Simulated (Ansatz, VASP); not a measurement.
# SnO: VASP beside Ansatz

Contents of INCAR:

```
PREC     = Accurate       # precision mode
ENCUT    = 520            # plane-wave cutoff, eV
EDIFF    = 1E-7           # SCF threshold, eV
ISMEAR   = 0              # smearing method
SIGMA    = 0.02           # smearing width, eV
LREAL    = F              # projectors in reciprocal space
LASPH    = T              # aspherical terms in the spheres
NELM     = 60             # most SCF steps
ALGO     = Normal         # electronic algorithm
ISIF     = 2              # what is computed and relaxed
LWAVE    = F              # write WAVECAR
LCHARG   = F              # write CHGCAR
LDIPOL   = T            
IDIPOL   = 3            
DIPOL    = 0.5 0.5 0.500
GGA      = PE             # functional
IVDW     = 12             # dispersion correction
NBANDS   = 28             # bands
```

File KPOINTS:

```
regular mesh
0
Gamma
  6 6 1
```

Contents of POSCAR:

```
SnO
1.0
    3.8205604524      0.0000000000      0.0000000000
    0.0000000000      3.8205604524      0.0000000000
    0.0000000000      0.0000000000     30.6334027017
Sn O
2 2
Direct
    0.5000000000      0.0000000000      0.4614138404
    0.0000000000      0.5000000000      0.5385861596
    0.0000000000      0.0000000000      0.5000000000
    0.5000000000      0.5000000000      0.5000000000
```

Input for Ansatz:

```yaml
crystal:
  lattice:
    - [3.8205604524, 0.0, 0.0]
    - [0.0, 3.8205604524, 0.0]
    - [0.0, 0.0, 30.6334027017]
  atoms:
    - { symbol: Sn, position: [0.5, 0.0, 0.4614138404] }
    - { symbol: O, position: [0.0, 0.0, 0.5] }
    - { symbol: O, position: [0.5, 0.5, 0.5] }
    - { symbol: Sn, position: [0.0, 0.5, 0.5385861596] }
  periodic: [true, true, false]
basis:
  ecutwfc: 420
kpoints:
  mp_grid: { grid: [6, 6, 1] }
  band_path:
    path:
      - [0, 0, 0]
      - [0.5, 0, 0]
      - [0.5, 0.5, 0]
      - [0, 0.5, 0]
      - [0, 0, 0]
      - [0.5, 0.5, 0]
    npoints: 16
hamiltonian:
  xc: pbe
  dispersion: d3bj
scf:
  occupations: { method: gaussian, width: 0.02 }
output:
  forces: true
  stress: true
  eigenvalues: true
  populations: true
  dos: { projected: true, de: 0.02, nscf_kmesh: { grid: [12, 12, 1] } }
  bader: true
  write_density: true
  write_potential: true
  elf: true
  volumetric_format: npy
```

Alike in both runs: task single point; functional PBE; dispersion D3(BJ); k mesh 6 × 6 × 1; occupations gaussian, width 0.02 eV; no spin polarisation.

|  | VASP | Ansatz |
| --- | --- | --- |
| version | VASP 6.6.1 | Ansatz 0.2.0 |
| potentials or method | VASP PAW PBE potentials, release 64 (Sn_d, O), cutoff 520 eV | scalar-relativistic, plane waves, PAW |
| valence electrons in the cell | 40 | 40 |

```csv
,VASP,Ansatz,Ansatz less VASP
gap on the k mesh at the Fermi level (eV),3.09,3.11,+0.019
least direct gap on the mesh (eV),3.14,3.17,+0.032
rms of the force components (eV/Å),0.035,0.000,-0.0350
```

Ansatz's warnings: xc potential rough in thin density.
